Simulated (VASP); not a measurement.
# TiTe2 (P-3m1) in VASP: notebook

The runs below take TiTe2 through single point, relaxation of shape and atoms at fixed volume, with PBE+D3(BJ).

Everything below comes from runs of VASP 6.6.1. Logs are shortened: lines on timing, memory, paths and dates and some standing lists are left out, and cuts for length are marked.

### 1 The cell of the first run

The structure is trigonal, space group P-3m1 (No. 164). Conventional cell: a = 3.762 Å, b = 3.762 Å, c = 6.722 Å, α = 90.00°, β = 90.00°, γ = 120.00°. Ti (site symmetry -3m) has 6 Te at 2.78 Å and 6 Ti at 3.76 Å within 3.8 Å. Te (site symmetry 3m) has 3 Ti at 2.78 Å and 12 Te at 3.76 to 4.08 Å within 4.1 Å.

### 2 Single point, PBE+D3(BJ) (27.47 Å³/atom)

The input, INCAR:

```
SYSTEM = TiTe2
  PREC = Accurate
  ENCUT = 520
  EDIFF = 1E-7
  ISMEAR = 0
  SIGMA = 0.3
  LREAL = .False.
  LASPH = .True.
  NELM = 80
  ALGO = Normal
  ISIF = 2
  LWAVE = .False.
  LCHARG = .False.
  GGA = PE
  IVDW = 12
  NBANDS = 19
```

The input, KPOINTS:

```
Automatic mesh
0
Gamma
  15 15 8
  0 0 0
```

The input, POSCAR:

```
TiTe2
1.0
    3.7624289971      0.0000000000      0.0000000000
   -1.8812144986      3.2583590914      0.0000000000
    0.0000000000      0.0000000000      6.7221193463
Ti Te
1 2
Direct
    0.0000000000      0.0000000000      0.0000000000
    0.6666666667      0.3333333333      0.2571158615
    0.3333333333      0.6666666667      0.7428841385
```

Potentials or basis: VASP PAW PBE potentials, release 64 (Ti_sv, Te).

Command:

```console
cat potpaw_PBE.64/Ti_sv/POTCAR potpaw_PBE.64/Te/POTCAR > POTCAR
mpirun -np 1 vasp_std > vasp.out
```

OUTCAR:

```text
SYSTEM = TiTe2
   PREC = Accurate
   ENCUT = 520
   EDIFF = 1E-7
   ISMEAR = 0
   LREAL = .False.
   LASPH = .True.
   NELM = 80
   ISIF = 2
   GGA = PE
   IVDW = 12
 IVDW          = 12

 ion  position               nearest neighbor table
   1  0.000  0.000  0.000-   2 2.78   3 2.78   2 2.78   3 2.78   2 2.78   3 2.78
   2  0.667  0.333  0.257-   1 2.78   1 2.78   1 2.78
   3  0.333  0.667  0.743-   1 2.78   1 2.78   1 2.78

  LATTYP: Found a hexagonal cell.
 ALAT       =     3.7624289971
 C/A-ratio  =     1.7866435091

  Lattice vectors:

 A1 = (   3.7624289971,   0.0000000000,   0.0000000000)
 A2 = (  -1.8812144986,   3.2583590914,   0.0000000000)
 A3 = (   0.0000000000,   0.0000000000,   6.7221193463)

Analysis of symmetry for initial positions (statically):
=====================================================================
 Subroutine PRICEL returns:
 Original cell was already a primitive cell.

 Routine SETGRP: Setting up the symmetry group for a
 hexagonal supercell.

 Subroutine GETGRP returns: Found 12 space group operations
 (whereof 12 operations were pure point group operations)
 out of a pool of 24 trial point group operations.

The static configuration has the point symmetry D_3d.

Analysis of symmetry for dynamics (positions and initial velocities):
=====================================================================
 Subroutine PRICEL returns:
 Original cell was already a primitive cell.

 Routine SETGRP: Setting up the symmetry group for a
 hexagonal supercell.

 Subroutine GETGRP returns: Found 12 space group operations
 (whereof 12 operations were pure point group operations)
 out of a pool of 24 trial point group operations.

The dynamic configuration has the point symmetry D_3d.

 Subroutine INISYM returns: Found 12 space group operations
 (whereof 12 operations are pure point group operations),
 and found     1 'primitive' translations

----------------------------------------------------------------------------------------

                                     Primitive cell

  volume of cell :      82.4088

  direct lattice vectors                    reciprocal lattice vectors
     3.762428997  0.000000000  0.000000000     0.265785747  0.153451472  0.000000000
    -1.881214499  3.258359091  0.000000000     0.000000000  0.306902945  0.000000000
     0.000000000  0.000000000  6.722119346     0.000000000  0.000000000  0.148762607

  length of vectors
     3.762428997  3.762428997  6.722119346     0.306902945  0.306902945  0.148762607

  position of ions in fractional coordinates (direct lattice)
     0.000000000  0.000000000  0.000000000
     0.666666667  0.333333333  0.257115861
     0.333333333  0.666666667  0.742884139

  ion indices of the primitive-cell ions
   primitive index   ion index
                 1           1
                 2           2
                 3           3

----------------------------------------------------------------------------------------

 KPOINTS: Automatic mesh

Automatic generation of k-mesh.
 Grid dimensions read from file:
 generate k-points for:   15   15    8

 Generating k-lattice:

  Cartesian coordinates                     Fractional coordinates (reciprocal lattice)
     0.017719050  0.010230098  0.000000000     0.066666667 -0.000000000  0.000000000
     0.000000000  0.020460196  0.000000000     0.000000000  0.066666667  0.000000000
     0.000000000  0.000000000  0.018595326     0.000000000  0.000000000  0.125000000

  Length of vectors
     0.020460196  0.020460196  0.018595326

  Shift w.r.t. Gamma in fractional coordinates (k-lattice)
     0.000000000  0.000000000  0.000000000

 Subroutine IBZKPT returns following result:
 ===========================================

 Found    192 irreducible k-points:

 Following reciprocal coordinates:
            Coordinates               Weight
  0.000000  0.000000  0.000000      1.000000
  0.066667  0.000000  0.000000      6.000000
  0.133333  0.000000  0.000000      6.000000
  0.200000  0.000000  0.000000      6.000000
  0.266667  0.000000  0.000000      6.000000
  0.333333  0.000000  0.000000      6.000000
[... 16 lines left out ...]
  0.333333  0.200000  0.000000     12.000000
  0.400000  0.200000  0.000000      6.000000
 [... further k-points ...]
   k-points           NKPTS =    192   k-points in BZ     NKDIM =    192   number of bands    NBANDS=     19
   number of dos      NEDOS =    301   number of ions     NIONS =      3
   total plane-waves  NPLWV =  39200
   dimension x,y,z NGX =    28 NGY =   28 NGZ =   50
   dimension x,y,z NGXF=    56 NGYF=   56 NGZF=  100
   ions per type =               1   2
   NGX,Y,Z   is equivalent  to a cutoff of  12.37, 12.37, 12.37 a.u.
   NGXF,Y,Z  is equivalent  to a cutoff of  24.74, 24.74, 24.73 a.u.
 SYSTEM =  TiTe2
   PREC   = accura    normal or accurate (medium, high low for compatibility)
   ISTART =      0    job   : 0-new  1-cont  2-samecut
   ICHARG =      2    charge: 1-file 2-atom 10-const
[... 92 lines left out ...]
      6      -4.3813      2.00000
[... 11 lines left out ...]
     18      12.7084      0.00000
     19      12.9638      0.00000

 k-point     4 :       0.2000    0.0000    0.0000
  band No.  band energies     occupation
      1     -50.9679      2.00000
      2     -27.2396      2.00000
      3     -27.2282      2.00000
      4     -27.1807      2.00000
      5      -5.3640      2.00000
      6      -4.2577      2.00000
[... 11 lines left out ...]
     18      12.6095      0.00000
     19      13.1959      0.00000

 k-point     5 :       0.2667    0.0000    0.0000
  band No.  band energies     occupation
      1     -50.9673      2.00000
      2     -27.2484      2.00000
      3     -27.2302      2.00000
      4     -27.1786      2.00000
      5      -5.0601      2.00000
      6      -4.1111      2.00000
[... 11 lines left out ...]
     18      12.2289      0.00000
     19      12.8380      0.00000

 k-point     6 :       0.3333    0.0000    0.0000
  band No.  band energies     occupation
      1     -50.9667      2.00000
      2     -27.2569      2.00000
      3     -27.2322      2.00000
      4     -27.1767      2.00000
      5      -4.7146      2.00000
      6      -3.9732      2.00000
[... 11 lines left out ...]
     18      11.9486      0.00000
     19      12.3326      0.00000

 k-point     7 :       0.4000    0.0000    0.0000
  band No.  band energies     occupation
      1     -50.9662      2.00000
      2     -27.2635      2.00000
      3     -27.2337      2.00000
      4     -27.1751      2.00000
      5      -4.3736      2.00000
      6      -3.8888      2.00000
[... 11 lines left out ...]
     18      11.9485      0.00000
     19      12.0000      0.00000

 k-point     8 :       0.4667    0.0000    0.0000
  band No.  band energies     occupation
      1     -50.9659      2.00000
      2     -27.2670      2.00000
      3     -27.2345      2.00000
      4     -27.1743      2.00000
      5      -4.1057      2.00000
      6      -3.9005      2.00000
[... 256 lines left out ...]
 k-point    20 :       0.4000    0.1333    0.0000
  band No.  band energies     occupation
      1     -50.9658      2.00000
      2     -27.2647      2.00000
      3     -27.2390      2.00000
      4     -27.1739      2.00000
      5      -4.0411      2.00000
      6      -3.8499      2.00000
[... 11 lines left out ...]
     18      11.5778      0.00000
     19      13.0258      0.00000

 k-point    21 :       0.2000    0.2000    0.0000
  band No.  band energies     occupation
      1     -50.9665      2.00000
      2     -27.2550      2.00000
      3     -27.2366      2.00000
      4     -27.1762      2.00000
      5      -4.6401      2.00000
      6      -3.9300      2.00000
[... 11 lines left out ...]
     18      11.9852      0.00000
     19      13.4700      0.00000

 k-point    22 :       0.2667    0.2000    0.0000
  band No.  band energies     occupation
      1     -50.9661      2.00000
      2     -27.2590      2.00000
      3     -27.2403      2.00000
      4     -27.1748      2.00000
      5      -4.3322      2.00000
      6      -3.8316      2.00000
[... 11 lines left out ...]
     18      11.4050      0.00000
     19      13.6388      0.00000

 k-point    23 :       0.3333    0.2000    0.0000
  band No.  band energies     occupation
      1     -50.9658      2.00000
      2     -27.2614      2.00000
      3     -27.2429      2.00000
      4     -27.1738      2.00000
      5      -4.0667      2.00000
      6      -3.7932      2.00000
[... 11 lines left out ...]
     18      11.0965      0.00000
     19      13.7590      0.00000

 k-point    24 :       0.4000    0.2000    0.0000
  band No.  band energies     occupation
      1     -50.9657      2.00000
      2     -27.2623      2.00000
      3     -27.2439      2.00000
      4     -27.1735      2.00000
      5      -3.9286      2.00000
      6      -3.8170      2.00000
[... 11 lines left out ...]
     18      11.0067      0.00000
     19      13.7523      0.00000

 [... further k-points ...]

------------------------ aborting loop because EDIFF is reached ----------------------------------------

 Edisp (eV)   -1.43601

 E8    (eV) :    -0.6662

  FORCE on cell =-STRESS in cart. coord.  units (eV):
  Direction    XX          YY          ZZ          XY          YZ          ZX
  --------------------------------------------------------------------------------------
  -------------------------------------------------------------------------------------
  Total      -1.23000    -1.23000    -1.19184     0.00000     0.00000     0.00000
  in kB     -23.91346   -23.91346   -23.17163     0.00000     0.00000     0.00000
  external pressure =      -23.67 kB  Pullay stress =        0.00 kB

 VOLUME and BASIS-vectors are now :
 -----------------------------------------------------------------------------
  energy-cutoff  :      520.00
  volume of cell :       82.41
      direct lattice vectors                 reciprocal lattice vectors
     3.762428997  0.000000000  0.000000000     0.265785747  0.153451472  0.000000000
    -1.881214499  3.258359091  0.000000000     0.000000000  0.306902945  0.000000000
     0.000000000  0.000000000  6.722119346     0.000000000  0.000000000  0.148762607

 POSITION                                       TOTAL-FORCE (eV/Angst)
 -----------------------------------------------------------------------------------
      0.00000      0.00000      0.00000         0.000000      0.000000      0.000000
      1.88121      1.08612      1.72836         0.000000     -0.000000      0.013744
     -0.00000      2.17224      4.99376        -0.000000      0.000000     -0.013744
 -----------------------------------------------------------------------------------
    total drift:                               -0.000000     -0.000000      0.000000

  FREE ENERGIE OF THE ION-ELECTRON SYSTEM (eV)
  ---------------------------------------------------
  free  energy   TOTEN  =       -17.6842341914 eV

  energy  without entropy=      -17.6186559788  energy(sigma->0) =      -17.65144509
```

It took 4.2 min on 1 thread of Intel Xeon Platinum 8488C (Sapphire Rapids), shared host; peak memory 0.42 GiB.

What came out:

```yaml
Free_energy: -17.6842 eV
Pressure: -2.4 GPa
Largest_force: 0.014 eV/Å
Band_gap_on_the_k_mesh: zero (bands 12 and 13 overlap by 0.67 eV)
Dispersion_energy_per_atom: -0.479 eV
```

Forces on the atoms (eV/Å):
```
Ti   0.000  0.000  0.000
Te   0.000  0.000  0.014
Te   0.000  0.000 -0.014
```

Caveat: so wide a smearing shifts energies and pressures; spin-orbit coupling is left out, which moves the levels of the heavy elements.

### 3 Relaxation of shape and atoms at fixed volume, PBE+D3(BJ) (22.93 Å³/atom)

This run uses another cell than the first one, of 22.93 Å³/atom.

The input, INCAR:

```
SYSTEM = TiTe2
PREC = Accurate
ENCUT = 600
EDIFF = 1E-6
ISMEAR = 0
SIGMA = 0.3
LREAL = .False.
LASPH = .True.
NELM = 100
ALGO = Normal
ISIF = 4
LWAVE = .False.
LCHARG = .False.
GGA = PE
IVDW = 12
IBRION = 2
NSW = 50
EDIFFG = -0.01
```

The input, KPOINTS:

```
regular mesh
0
Gamma
  15 15 8
  0 0 0
```

The input, POSCAR:

```
TiTe2
1.0
    3.5891947288      0.0000000000      0.0000000000
   -1.7945973644      3.1083338142      0.0000000000
    0.0000000000      0.0000000000      6.1668544224
Ti Te
1 2
Direct
    0.0000000000      0.0000000000      0.0000000000
    0.6666666667      0.3333333333      0.2787029775
    0.3333333333      0.6666666667      0.7212970225
```

Potentials or basis: VASP PAW PBE potentials, release 64 (Ti_sv, Te).

Command:

```console
cat potpaw_PBE.64/Ti_sv/POTCAR potpaw_PBE.64/Te/POTCAR > POTCAR
mpirun -np 1 vasp_std > vasp.out
```

Wall time 8.8 min (1 thread of Intel Xeon Platinum 8488C (Sapphire Rapids), shared host); peak memory 0.42 GiB.

Results (log left out):

```
Free energy                  : -17.6475 eV
Energy gained by relaxing    : 2.0 meV/atom
Ionic steps                  : 6
Pressure after relaxing      : 5.2 GPa
Largest force after relaxing : 0.005 eV/Å
Band gap on the k mesh       : zero (bands 12 and 13 overlap by 0.89 eV)
Dispersion energy per atom   : -0.574 eV
```

Forces in eV/Å, atoms in the order of the input:
```
Ti   0.000  0.000  0.000
Te   0.000  0.000  0.005
Te   0.000  0.000 -0.005
```

The path:
```tsv
step	energy change (eV)	largest force (eV/Å)	pressure (GPa)	volume (Å³)
1	0.0000	0.2852	5.94	68.80
2	-0.0053	0.0900	5.42	68.80
3	-0.0058	0.0081	5.18	68.80
4	-0.0058	0.0136	5.18	68.80
5	-0.0060	0.0088	5.17	68.80
6	-0.0060	0.0048	5.17	68.80
```

Final structure:
```
Ti Te
1.0
     3.58890    0.00000    0.00000
    -1.79445    3.10808    0.00000
     0.00000    0.00000    6.16786
Ti Te
1 2
Direct
  0.00000 0.00000 0.00000
  0.66667 0.33333 0.28208
  0.33333 0.66667 0.71792
```

Levels at points of the mesh, in eV from the Fermi level:
```
           k point  band 9  band 10  band 11  band 12  band 13  band 14  band 15  band 16
(0.00, 0.00, 0.00)   -1.56     0.12     0.53     0.53     1.10     1.59     1.59     3.16
(0.00, 0.00, 0.50)   -1.41    -1.41     0.51     0.51     0.93     0.93     1.30     4.01
```

Caveat: so wide a smearing shifts energies and pressures; spin-orbit coupling is left out, which moves the levels of the heavy elements.

### 4 Relaxation of shape and atoms at fixed volume, PBE+D3(BJ) (23.69 Å³/atom)

This run uses another cell than the first one, of 23.69 Å³/atom.

The input, INCAR:

```
PREC = Accurate ; ENCUT = 600
EDIFF = 1E-7 ; ISMEAR = 0
SIGMA = 0.3 ; LREAL = F
LASPH = T ; NELM = 80
ALGO = Normal ; ISIF = 4
LWAVE = F ; LCHARG = F
GGA = PE ; IVDW = 12
IBRION = 2 ; NSW = 50
EDIFFG = -0.01
```

The input, KPOINTS:

```
regular mesh
0
Gamma
  15 15 8
```

The input, POSCAR:

```
TiTe2
1.0
    3.6273295574      0.0000000000      0.0000000000
   -1.8136647787      3.1413595446      0.0000000000
    0.0000000000      0.0000000000      6.2369199596
Ti Te
1 2
Direct
    0.0000000000      0.0000000000      0.0000000000
    0.6666666667      0.3333333333      0.2751371947
    0.3333333333      0.6666666667      0.7248628053
```

Command:

```console
cat potpaw_PBE.64/Ti_sv/POTCAR potpaw_PBE.64/Te/POTCAR > POTCAR
mpirun -np 1 vasp_std > vasp.out
```

It took 13 min on 1 thread of Intel Xeon Platinum 8488C (Sapphire Rapids), shared host; peak memory 0.43 GiB.

It converged, with:

```
Free energy                  : -17.7053 eV
Energy gained by relaxing    : 2.1 meV/atom
Ionic steps                  : 6
Pressure after relaxing      : 3.1 GPa
Largest force after relaxing : 0.004 eV/Å
Band gap on the k mesh       : zero (bands 12 and 13 overlap by 0.88 eV)
Dispersion energy per atom   : -0.556 eV
```

Forces in eV/Å, atoms in the order of the input:
```
Ti   0.000  0.000  0.000
Te   0.000  0.000  0.004
Te   0.000  0.000 -0.004
```

Step by step:
| step | energy change (eV) | largest force (eV/Å) | pressure (GPa) | volume (Å³) |
| --- | --- | --- | --- | --- |
| 1 | 0.0000 | 0.2765 | 3.91 | 71.07 |
| 2 | -0.0052 | 0.1019 | 3.36 | 71.07 |
| 3 | -0.0059 | 0.0094 | 3.08 | 71.07 |
| 4 | -0.0058 | 0.0148 | 3.09 | 71.07 |
| 5 | -0.0061 | 0.0099 | 3.08 | 71.07 |
| 6 | -0.0062 | 0.0039 | 3.06 | 71.07 |

Final structure:
```yaml
crystal:
  lattice:
    - [3.62910, 0.00000, 0.00000]
    - [-1.81455, 3.14289, 0.00000]
    - [0.00000, 0.00000, 6.23084]
  atoms:
    - { symbol: Ti, position: [0.00000, 0.00000, 0.00000] }
    - { symbol: Te, position: [0.66667, 0.33333, 0.27875] }
    - { symbol: Te, position: [0.33333, 0.66667, 0.72125] }
```

Levels at points of the mesh, in eV from the Fermi level:
```
           k point  band 8  band 9  band 10  band 11  band 12  band 13  band 14  band 15  band 16
(0.00, 0.00, 0.00)   -1.58   -1.58     0.18     0.51     0.51     0.98     1.47     1.47     3.14
(0.00, 0.00, 0.50)   -3.30   -1.45    -1.45     0.49     0.49     0.89     0.89     1.23     3.88
```

Caveat: so wide a smearing shifts energies and pressures; spin-orbit coupling is left out, which moves the levels of the heavy elements.

### 5 Relaxation of shape and atoms at fixed volume, PBE+D3(BJ) (26.71 Å³/atom)

This run uses another cell than the first one, of 26.71 Å³/atom.

The input, INCAR:

```
  PREC = Accurate
  ENCUT = 600
  EDIFF = 1E-6
  ISMEAR = 0
  SIGMA = 0.3
  LREAL = F
  LASPH = T
  NELM = 100
  ALGO = Fast
  ISIF = 4
  LWAVE = F
  LCHARG = F
  GGA = PE
  IVDW = 12
  IBRION = 2
  NSW = 50
  EDIFFG = -0.01
```

KPOINTS is that of step 4.

The input, POSCAR:

```
TiTe2
1.0
    3.7618868435      0.0000000000      0.0000000000
   -1.8809434218      3.2578895726      0.0000000000
    0.0000000000      0.0000000000      6.5389912457
Ti Te
1 2
Direct
    0.0000000000      0.0000000000      0.0000000000
    0.6666666667      0.3333333333      0.2670429110
    0.3333333333      0.6666666667      0.7329570890
```

Command:

```console
cat potpaw_PBE.64/Ti_sv/POTCAR potpaw_PBE.64/Te/POTCAR > POTCAR
mpirun -np 1 vasp_std > vasp.out
```

Wall time 16 min (1 thread of Oxide Virtual Turin-like, shared host); peak memory 0.46 GiB.

Results (log left out):

```yaml
Free_energy: -17.7148 eV
Energy_gained_by_relaxing: 2.2 meV/atom
Ionic_steps: 5
Pressure_after_relaxing: -1.9 GPa
Band_gap_on_the_k_mesh: zero (bands 12 and 13 overlap by 0.71 eV)
Dispersion_energy_per_atom: -0.492 eV
```

Forces on the atoms (eV/Å):
```
Ti   0.000  0.000  0.000
Te   0.000  0.000  0.002
Te   0.000  0.000 -0.002
```

Step by step:
```
step  energy change (eV)  largest force (eV/Å)  pressure (GPa)  volume (Å³)
   1              0.0000                0.2327           -2.55        80.14
   2             -0.0040                0.1226           -2.50        80.14
   3             -0.0054                0.0125           -2.12        80.14
   4             -0.0061                0.0081           -2.05        80.14
   5             -0.0067                0.0025           -1.88        80.14
```

Final structure:
```
CELL_PARAMETERS angstrom
3.74676 0.00000 0.00000
-1.87338 3.24479 0.00000
0.00000 0.00000 6.59190
ATOMIC_POSITIONS crystal
Ti 0.00000 0.00000 0.00000
Te 0.66667 0.33333 0.26237
Te 0.33333 0.66667 0.73763
```

Levels at points of the mesh, in eV from the Fermi level:
| k point | band 8 | band 9 | band 10 | band 11 | band 12 | band 13 | band 14 | band 15 | band 16 |
| --- | --- | --- | --- | --- | --- | --- | --- | --- | --- |
| (0.00, 0.00, 0.00) | -1.58 | -1.58 | 0.31 | 0.41 | 0.44 | 0.44 | 1.16 | 1.16 | 3.12 |
| (0.00, 0.00, 0.50) | -2.72 | -1.52 | -1.52 | 0.43 | 0.43 | 0.87 | 0.87 | 1.00 | 3.52 |

Caveat: so wide a smearing shifts energies and pressures; spin-orbit coupling is left out, which moves the levels of the heavy elements.

### 6 The runs side by side

```csv
task,cell,cutoff (eV),gap on the mesh (eV),pressure (GPa)
single point,"a = 3.762, b = 3.762, c = 6.722 Å, angles 90.0, 90.0, 120.0°, 3 atoms, atomic positions A",520,none,-2.4
relaxation of shape and atoms at fixed volume,"relaxed from a = 3.589, b = 3.589, c = 6.167 Å, angles 90.0, 90.0, 120.0°, 3 atoms, atomic positions B",600,none,5.2
relaxation of shape and atoms at fixed volume,"relaxed from a = 3.627, b = 3.627, c = 6.237 Å, angles 90.0, 90.0, 120.0°, 3 atoms, atomic positions C",600,none,3.1
relaxation of shape and atoms at fixed volume,"relaxed from a = 3.762, b = 3.762, c = 6.539 Å, angles 90.0, 90.0, 120.0°, 3 atoms, atomic positions D",600,none,-1.9
```

Alike in all rows: level PBE+D3(BJ); potentials or basis VASP PAW PBE potentials, release 64 (Ti_sv, Te); no spin polarisation; k mesh 15 × 15 × 8; smearing gaussian 0.3 eV.

Caveats: so wide a smearing shifts energies and pressures; spin-orbit coupling is left out, which moves the levels of the heavy elements.

Absolute energies hang on the potentials; compare differences alone.
